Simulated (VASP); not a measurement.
# Si2Ni (Fm-3m) in VASP: notebook

Runs on Si2Ni. Level: PBE. Tasks: single point.

All numbers are computed with VASP 6.6.1; they aren't measurements. Logs are shortened: lines on timing, memory, paths and dates and some standing lists are left out, and cuts for length are marked.

## 1. The cell of the first run

It takes space group Fm-3m (No. 225, cubic). Conventional cell: a = 5.553 Å, b = 5.553 Å, c = 5.553 Å, α = 90.00°, β = 90.00°, γ = 90.00°. Si (site symmetry -43m) has 4 Ni at 2.40 Å and 6 Si at 2.78 Å within 3.2 Å. Ni (site symmetry m-3m) has 8 Si at 2.40 Å within 3.2 Å.

## 2. Single point, PBE, collinear spin, ferromagnetic start

Input file INCAR:

```
ALGO     = Normal         # electronic algorithm
EDIFF    = 1E-6           # SCF threshold, eV
ENCUT    = 520            # plane-wave cutoff, eV
GGA      = PE             # functional
ISIF     = 2              # what is computed and relaxed
ISMEAR   = 0              # smearing method
ISPIN    = 2              # spin polarisation
LASPH    = True           # aspherical terms in the spheres
LCHARG   = True           # write CHGCAR
LELF     = True           # ELF
LMAXMIX  = 4              # l up to which the mixer works
LORBIT   = 11             # projections on sites
LREAL    = False          # projectors in reciprocal space
LVHAR    = True         
LWAVE    = False          # write WAVECAR
MAGMOM   = 0 0 0.5        # initial moments
NBANDS   = 20             # bands
NELM     = 150            # most SCF steps
NUPDOWN  = 0.5            # fixed moment
PREC     = Accurate       # precision mode
SIGMA    = 0.15           # smearing width, eV
```

Input file KPOINTS:

```
k-points
0
Gamma
  14 14 14
```

Input file POSCAR:

```
Si2Ni
1.0
    0.0000000000      2.7765473069      2.7765473069
    2.7765473069      0.0000000000      2.7765473069
    2.7765473069      2.7765473069      0.0000000000
Si Ni
2 1
Direct
    0.2500000000      0.2500000000      0.2500000000
    0.7500000000      0.7500000000      0.7500000000
    0.0000000000      0.0000000000      0.0000000000
```

Potentials or basis: VASP PAW PBE potentials, release 64 (Si, Ni).

On the command line:

```sh
$ cat potpaw_PBE.64/Si/POTCAR potpaw_PBE.64/Ni/POTCAR > POTCAR
$ mpirun -np 1 vasp_std > vasp.out
```

OUTCAR:

```text
EDIFF = 1E-6
   ENCUT = 520
   GGA = PE
   ISIF = 2
   ISMEAR = 0
   ISPIN = 2
   LASPH = True
   LORBIT = 11
   LREAL = False
   NELM = 150
   NUPDOWN = 0.5
   PREC = Accurate

 ion  position               nearest neighbor table
   1  0.250  0.250  0.250-   3 2.40   3 2.40   3 2.40   3 2.40   2 2.78   2 2.78   2 2.78   2 2.78
                             2 2.78   2 2.78
   2  0.750  0.750  0.750-   3 2.40   3 2.40   3 2.40   3 2.40   1 2.78   1 2.78   1 2.78   1 2.78
                             1 2.78   1 2.78
   3  0.000  0.000  0.000-   1 2.40   2 2.40   2 2.40   2 2.40   2 2.40   1 2.40   1 2.40   1 2.40

  LATTYP: Found a face centered cubic cell.
 ALAT       =     5.5530946138

  Lattice vectors:

 A1 = (   0.0000000000,   2.7765473069,   2.7765473069)
 A2 = (   2.7765473069,   0.0000000000,   2.7765473069)
 A3 = (   2.7765473069,   2.7765473069,   0.0000000000)

Analysis of symmetry for initial positions (statically):
=====================================================================
 Subroutine PRICEL returns:
 Original cell was already a primitive cell.

 Routine SETGRP: Setting up the symmetry group for a
 face centered cubic supercell.

 Subroutine GETGRP returns: Found 48 space group operations
 (whereof 48 operations were pure point group operations)
 out of a pool of 48 trial point group operations.

The static configuration has the point symmetry O_h .

Analysis of symmetry for dynamics (positions and initial velocities):
=====================================================================
 Subroutine PRICEL returns:
 Original cell was already a primitive cell.

 Routine SETGRP: Setting up the symmetry group for a
 face centered cubic supercell.

 Subroutine GETGRP returns: Found 48 space group operations
 (whereof 48 operations were pure point group operations)
 out of a pool of 48 trial point group operations.

The dynamic configuration has the point symmetry O_h .

Analysis of structural, dynamic, and magnetic symmetry:
=====================================================================
 Subroutine PRICEL returns:
 Original cell was already a primitive cell.

 Routine SETGRP: Setting up the symmetry group for a
 face centered cubic supercell.

 Subroutine GETGRP returns: Found 48 space group operations
 (whereof 48 operations were pure point group operations)
 out of a pool of 48 trial point group operations.

The overall configuration has the point symmetry O_h .

 Subroutine INISYM returns: Found 48 space group operations
 (whereof 48 operations are pure point group operations),
 and found     1 'primitive' translations

----------------------------------------------------------------------------------------

                                     Primitive cell

  volume of cell :      42.8100

  direct lattice vectors                    reciprocal lattice vectors
     0.000000000  2.776547307  2.776547307    -0.180079770  0.180079770  0.180079770
     2.776547307  0.000000000  2.776547307     0.180079770 -0.180079770  0.180079770
     2.776547307  2.776547307  0.000000000     0.180079770  0.180079770 -0.180079770

  length of vectors
     3.926630858  3.926630858  3.926630858     0.311907311  0.311907311  0.311907311

  position of ions in fractional coordinates (direct lattice)
     0.250000000  0.250000000  0.250000000
     0.750000000  0.750000000  0.750000000
     0.000000000  0.000000000  0.000000000

  ion indices of the primitive-cell ions
   primitive index   ion index
                 1           1
                 2           2
                 3           3

----------------------------------------------------------------------------------------

 KPOINTS: k-points

Automatic generation of k-mesh.
 Grid dimensions read from file:
 generate k-points for:   14   14   14

 Generating k-lattice:

  Cartesian coordinates                     Fractional coordinates (reciprocal lattice)
    -0.012862841  0.012862841  0.012862841     0.071428571  0.000000000  0.000000000
     0.012862841 -0.012862841  0.012862841     0.000000000  0.071428571  0.000000000
     0.012862841  0.012862841 -0.012862841     0.000000000  0.000000000  0.071428571

  Length of vectors
     0.022279094  0.022279094  0.022279094

  Shift w.r.t. Gamma in fractional coordinates (k-lattice)
     0.000000000  0.000000000  0.000000000

 Subroutine IBZKPT returns following result:
 ===========================================

 Found    104 irreducible k-points:

 Following reciprocal coordinates:
            Coordinates               Weight
  0.000000  0.000000  0.000000      1.000000
  0.071429  0.000000  0.000000      8.000000
  0.142857  0.000000  0.000000      8.000000
  0.214286  0.000000  0.000000      8.000000
  0.285714  0.000000  0.000000      8.000000
  0.357143  0.000000  0.000000      8.000000
[... 16 lines left out ...]
  0.214286  0.142857  0.000000     24.000000
  0.285714  0.142857  0.000000     24.000000
 [... further k-points ...]
   k-points           NKPTS =    104   k-points in BZ     NKDIM =    104   number of bands    NBANDS=     20
   number of dos      NEDOS =    301   number of ions     NIONS =      3
   total plane-waves  NPLWV =  27000
   dimension x,y,z NGX =    30 NGY =   30 NGZ =   30
   dimension x,y,z NGXF=    60 NGYF=   60 NGZF=   60
   ions per type =               2   1
   NGX,Y,Z   is equivalent  to a cutoff of  12.70, 12.70, 12.70 a.u.
   NGXF,Y,Z  is equivalent  to a cutoff of  25.40, 25.40, 25.40 a.u.
 SYSTEM =  unknown system
   PREC   = accura    normal or accurate (medium, high low for compatibility)
   ISTART =      0    job   : 0-new  1-cont  2-samecut
   ICHARG =      2    charge: 1-file 2-atom 10-const
   ISPIN  =      2    spin polarized calculation?
   LNONCOLLINEAR =      F non collinear calculations
   LSORBIT =      F    spin-orbit coupling
   LASPH  =      T    aspherical Exc in radial PAW
   ENCUT  =  520.0 eV  38.22 Ry    6.18 a.u.   7.30  7.30  7.30*2*pi/ulx,y,z
   NELM   =    150;   NELMIN=  2; NELMDL= -5     # of ELM steps
   EDIFF  = 0.1E-05   stopping-criterion for ELM
   LREAL  =      F    real-space projection
   EDIFFG = 0.1E-04   stopping-criterion for IOM
   NSW    =      0    number of steps for IOM
   IBRION =     -1    ionic relax: 0-MD 1-quasi-New 2-CG
   NFREE  =      0    steps in history (QN), initial steepest desc. (CG)
   ISIF   =      2    stress and relaxation
   ISYM   =      2    0-nonsym 1-usesym 2-fastsym
   POTIM  = 0.5000    time-step for ionic-motion
   TEBEG  =    0.0;   TEEND  =   0.0 temperature during run
   PSTRESS=    0.0 pullay stress
   NELECT =      18.0000    total number of electrons
   NUPDOWN=       0.5000    fix difference up-down
   EMIN   =  10.00;   EMAX   =-10.00  energy-range for DOS
   EFERMI =   0.00;   METHOD = LEGACY
   ISMEAR =     0;   SIGMA  =   0.15  broadening in eV -4-tet -1-fermi 0-gaus
   EFERMI_NEDOS =   21; number of points for ismear=-14 and -15
   IALGO  =     38    algorithm
   IMIX   =      4    mixing-type and parameters
     AMIX     =   0.40;   BMIX     =  1.00
     AMIX_MAG =   1.60;   BMIX_MAG =  1.00
  volume/ion in A,a.u.               =      14.27        96.30
  Fermi-wavevector in a.u.,A,eV,Ry     =   1.226452  2.317658 20.465676  1.504185
  Thomas-Fermi vector in A             =   2.361452
   LORBIT       =     11    0 simple, 1 ext, 2 COOP (PROOUT), +10 PAW based schemes
   GGA     = PE    functional components
   LHFCALC =     F    Hartree Fock is set to
   AEXX    =    0.0000 exact exchange contribution
   IVDW    =     0    specifies the selected vdW correction
   LEPSILON=     F    determine dielectric tensor
   LRPA    =     F    only Hartree local field effects (RPA)
 spin polarized calculation
 Gauss-broadening in eV      SIGMA  =   0.15
  energy-cutoff  :      520.00
  volume of cell :       42.81
 maximum number of plane-waves:      1185
 NGX is ok and might be reduce to    30
   NGX = 15   NGY = 15   NGZ = 15

 number of electron      18.0000011 magnetization       0.5000000

 Free energy of the ion-electron system (eV)
  ---------------------------------------------------
  ext. energy  EPLUGINS =         0.00000000
  ---------------------------------------------------
  free energy    TOTEN  =       -17.20685744 eV

  energy without entropy =      -17.19622410  energy(sigma->0) =      -17.20154077

 E-fermi :   8.6644     XC(G=0): -11.2232

 val. band max:        9.5662187294   @ k =   0.1429   0.0000   0.0000
 cond. band min:       8.6721176091   @ k =   0.2143   0.1429   0.0000
 fundamental gap:     -0.8941011203
 Fermi energy:         9.5698687409

 spin component 1

 k-point     1 :       0.0000    0.0000    0.0000
  band No.  band energies     occupation
      1      -3.8649      1.00000
      2       4.4883      1.00000
      3       4.4883      1.00000
      4       4.4883      1.00000
      5       6.1143      1.00000
      6       6.1143      1.00000
[... 12 lines left out ...]
     19      18.1487      0.00000
[... 513 lines left out ...]
      4       4.6809      1.00000
      5       5.6266      1.00000
      6       6.2228      1.00000
[... 12 lines left out ...]
     19      21.9962      0.00000
     20      23.8776      0.00000

 [... further k-points ...]

 spin component 2

 k-point     1 :       0.0000    0.0000    0.0000
  band No.  band energies     occupation
      1      -3.7450      1.00000
      2       4.7023      1.00000
      3       4.7023      1.00000
      4       4.7023      1.00000
      5       6.2787      1.00000
      6       6.2787      1.00000
[... 12 lines left out ...]
     19      18.2484      0.00000
[... 513 lines left out ...]
      4       4.8878      1.00000
      5       5.7810      1.00000
      6       6.3928      1.00000
[... 12 lines left out ...]
     19      22.1018      0.00000
     20      24.0154      0.00000

 [... further k-points ...]

------------------------ aborting loop because EDIFF is reached ----------------------------------------

  FORCE on cell =-STRESS in cart. coord.  units (eV):
  Direction    XX          YY          ZZ          XY          YZ          ZX
  --------------------------------------------------------------------------------------
  -------------------------------------------------------------------------------------
  Total       -1.8119741     -1.8119741     -1.8119741     -0.0000000      0.0000000      0.0000000
  in kB      -67.8136850    -67.8136850    -67.8136850     -0.0000000      0.0000000      0.0000000
  external PRESSURE =     -67.8136850 kB  Pullay stress =       0.0000000 kB

 VOLUME and BASIS-vectors are now :
 -----------------------------------------------------------------------------
  energy-cutoff  :      520.00
  volume of cell :       42.81
      direct lattice vectors                 reciprocal lattice vectors
     0.000000000  2.776547307  2.776547307    -0.180079770  0.180079770  0.180079770
     2.776547307  0.000000000  2.776547307     0.180079770 -0.180079770  0.180079770
     2.776547307  2.776547307  0.000000000     0.180079770  0.180079770 -0.180079770

 POSITION                                       TOTAL-FORCE (eV/Angst)
 -----------------------------------------------------------------------------------
      1.38827      1.38827      1.38827        -0.000000     -0.000000     -0.000000
      4.16482      4.16482      4.16482         0.000000      0.000000      0.000000
      0.00000      0.00000      0.00000        -0.000000      0.000000     -0.000000
 -----------------------------------------------------------------------------------
    total drift:                                0.000000     -0.000000     -0.000000

  FREE ENERGIE OF THE ION-ELECTRON SYSTEM (eV)
  ---------------------------------------------------
  free  energy   TOTEN  =       -17.2068574394 eV

  energy  without entropy=      -17.1962240955  energy(sigma->0) =      -17.20154077

 total charge

# of ion       s       p       d       tot
------------------------------------------
    1        0.757   0.792   0.000   1.549
    2        0.757   0.792   0.000   1.549
    3        0.520   0.683   8.406   9.609
--------------------------------------------------
tot          2.034   2.267   8.406  12.707

 magnetization (x)

# of ion       s       p       d       tot
------------------------------------------
    1        0.035   0.027   0.000   0.062
    2        0.035   0.027   0.000   0.062
    3        0.002   0.025   0.225   0.251
--------------------------------------------------
tot          0.071   0.079   0.225   0.375
```

It took 2.1 min on 1 thread of Intel Xeon 6975P-C (Granite Rapids), shared host; peak memory 0.28 GiB.

What came out:

```yaml
Free_energy: -17.2069 eV
Pressure: -6.8 GPa
Net_moment: 0.50 μB per cell
Site_moments: Si +0.06; Ni +0.25 μB
Valence_electrons_inside_the_program's_atomic_spheres: Si 1.55; Ni 9.61
```

Caveat: the total moment is fixed, so each spin has its own Fermi level.

## 3. Single point, PBE, collinear spin, ferromagnetic start

Input file INCAR:

```
SYSTEM = Si2Ni
PREC = Accurate
ENCUT = 520
EDIFF = 1E-6
ISMEAR = 0
SIGMA = 0.15
LREAL = .FALSE.
LASPH = .TRUE.
NELM = 150
ALGO = Normal
ISIF = 2
LWAVE = .FALSE.
LCHARG = .FALSE.
ISPIN = 2
MAGMOM = 0 0 0.375
LORBIT = 11
NUPDOWN = 0.375
LMAXMIX = 4
GGA = PE
NBANDS = 20
```

Input file KPOINTS:

```
Automatic mesh
0
G
  14 14 14
  0 0 0
```

POSCAR is that of step 2.

Potentials or basis: VASP PAW PBE potentials, release 64 (Si, Ni).

On the command line:

```sh
$ cat potpaw_PBE.64/Si/POTCAR potpaw_PBE.64/Ni/POTCAR > POTCAR
$ mpirun -np 1 vasp_std > vasp.out
```

Wall time 2.1 min (1 thread of Intel Xeon 6975P-C (Granite Rapids), shared host); peak memory 0.27 GiB.

The run converged. Its results:

| Property | Result |
| --- | --- |
| Free energy | -17.2550 eV |
| Pressure | -7.2 GPa |
| Net moment | 0.38 μB per cell |
| Site moments | Si +0.05; Ni +0.20 μB |
| Valence electrons inside the program's atomic spheres | Si 1.55; Ni 9.61 |

Caveat: the total moment is fixed, so each spin has its own Fermi level.

## 4. Single point, PBE, collinear spin, ferromagnetic start

Input file INCAR:

```
ALGO = Normal ; EDIFF = 1E-6
ENCUT = 520 ; GGA = PE
ISIF = 2 ; ISMEAR = 0
ISPIN = 2 ; LASPH = T
LCHARG = F ; LMAXMIX = 4
LORBIT = 11 ; LREAL = F
LWAVE = F ; MAGMOM = 0 0 0.875
NBANDS = 20 ; NELM = 150
NUPDOWN = 0.875 ; PREC = Accurate
SIGMA = 0.15
```

Input file KPOINTS:

```
k-points
0
Gamma
  14 14 14
```

POSCAR is that of step 3.

On the command line:

```sh
$ cat potpaw_PBE.64/Si/POTCAR potpaw_PBE.64/Ni/POTCAR > POTCAR
$ mpirun -np 1 vasp_std > vasp.out
```

Wall time 2.2 min (1 thread of Intel Xeon 6975P-C (Granite Rapids), shared host); peak memory 0.28 GiB.

The run converged. Its results:

| Item | Value |
| --- | --- |
| Free energy | -16.9722 eV |
| Pressure | -5.1 GPa |
| Net moment | 0.88 μB per cell |
| Site moments | Si +0.11; Ni +0.41 μB |
| Valence electrons inside the program's atomic spheres | Si 1.55; Ni 9.60 |

Caveat: the total moment is fixed, so each spin has its own Fermi level.

## 5. Overview

```csv
fixed moment (μB),pressure (GPa),moment (μB)
0.5,-6.8,0.50
0.375,-7.2,0.38
0.875,-5.1,0.88
```

Alike in all rows: task single point; level PBE; potentials or basis VASP PAW PBE potentials, release 64 (Si, Ni); spin collinear, ferromagnetic start; cell as given; k mesh 14 × 14 × 14; cutoff (eV) 520; smearing gaussian 0.15 eV.

Caveats: the total moment is fixed, so each spin has its own Fermi level.

Total energies depend on the potentials used, so only differences within one code and one set of settings carry meaning.
